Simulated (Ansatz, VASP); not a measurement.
## MgO in VASP and in Ansatz

INCAR

```
ALGO = Normal
EDIFF = 1E-6
ENCUT = 600
GGA = PE
GGA_COMPAT = False
ISIF = 2
ISMEAR = 0
LASPH = True
LCHARG = False
LREAL = False
LWAVE = False
NBANDS = 11
NELM = 120
PREC = Accurate
SIGMA = 0.05
```

File KPOINTS:

```
k-points
0
Gamma
  10 10 10
```

File POSCAR:

```
MgO
1.0
    0.0000000000      2.1627432290      2.1627432290
    2.1627432290      0.0000000000      2.1627432290
    2.1627432290      2.1627432290      0.0000000000
Mg O
1 1
Direct
    0.0199592763      0.0199592763     -0.0199592763
    0.4696787168      0.4696787168      0.5303212832
```

Input for Ansatz:

```yaml
crystal:
  lattice:
    - [0.0, 2.162743229, 2.162743229]
    - [2.162743229, 0.0, 2.162743229]
    - [2.162743229, 2.162743229, 0.0]
  atoms:
    - { symbol: Mg, position: [0.0199592763, 0.0199592763, -0.0199592763] }
    - { symbol: O, position: [0.4696787168, 0.4696787168, 0.5303212832] }
basis:
  ecutwfc: 520.0
kpoints:
  mp_grid: { grid: [10, 10, 10] }
hamiltonian:
  xc: pbe
  pseudopotentials: { kind: paw, azcp: { folder: soft_1 } }
scf:
  occupations: { method: gaussian, width: 0.05 }
output:
  forces: true
  stress: true
  eigenvalues: true
```

Change from the starting cell: mode 6 frozen in at -0.129 Å, equal normal strain along x, y and z +0.0167.

Alike in both runs: task single point; functional PBE; k mesh 10 × 10 × 10; occupations gaussian, width 0.05 eV; no spin polarisation.

|  | VASP | Ansatz |
| --- | --- | --- |
| version | VASP 6.6.1 | Ansatz 0.2.0 |
| potentials or method | VASP PAW PBE potentials, release 64 (Mg, O), cutoff 600 eV | scalar-relativistic, plane waves, PAW |
| valence electrons in the cell | 8 | 16 |

|  | VASP | Ansatz | Ansatz less VASP |
| --- | --- | --- | --- |
| gap on the k mesh at the Fermi level (eV) | 3.99 | 4.01 | +0.021 |
| least direct gap on the mesh (eV) | 3.99 | 4.01 | +0.021 |
| pressure (GPa) | -3.9 | -3.0 | +0.95 |
| traceless stress, the component that is largest in VASP (GPa) | 8.66 | 8.55 | -0.108 |
| rms of the force components (eV/Å) | 0.647 | 0.640 | -0.0068 |

Atom by atom the forces differ by 0.007 eV/Å (rms over components). VASP's potentials hold 8 valence electrons a cell and Ansatz's 16, so a difference there can come from the potentials and not from the codes.
